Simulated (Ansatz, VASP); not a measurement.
# InP3: VASP beside Ansatz

```
In P
1.0
     3.71499    2.14485    3.54173
    -3.71499    2.14485    3.54173
     0.00000   -4.28970    3.54173
In P
2 6
Direct
  0.27328 0.27328 0.27328
  0.72672 0.72672 0.72672
  0.79471 0.24119 0.79471
  0.79471 0.79471 0.24119
  0.24119 0.79471 0.79471
  0.20529 0.75881 0.20529
  0.75881 0.20529 0.20529
  0.20529 0.20529 0.75881
```

Change from the starting cell: strain +0.000 along x and y, +0.080 along z, atoms carried along.

Alike in both runs: task single point; functional PBEsol; k mesh 6 × 6 × 6; occupations gaussian, width 0.15 eV; no spin polarisation.

```csv
,VASP,Ansatz
version,VASP 6.6.1,Ansatz 0.2.0
potentials or method,"VASP PAW PBE potentials, release 64 (In_d, P), cutoff 520 eV","scalar-relativistic, plane waves, PAW"
valence electrons in the cell,56,56
```

|  | VASP | Ansatz | Ansatz less VASP |
| --- | --- | --- | --- |
| gap on the k mesh at the Fermi level (eV) | none | none | - |
| pressure (GPa) | -4.5 | -4.5 | +0.02 |
| traceless stress, the component that is largest in VASP (GPa) | -3.18 | -3.19 | -0.006 |
| rms of the force components (eV/Å) | 0.402 | 0.392 | -0.0103 |

VASP's potentials were made for PBE, not for PBEsol. Atom by atom the forces differ by 0.011 eV/Å (rms over components). A gap of «none» marks a metal or a gap that the smearing closes.
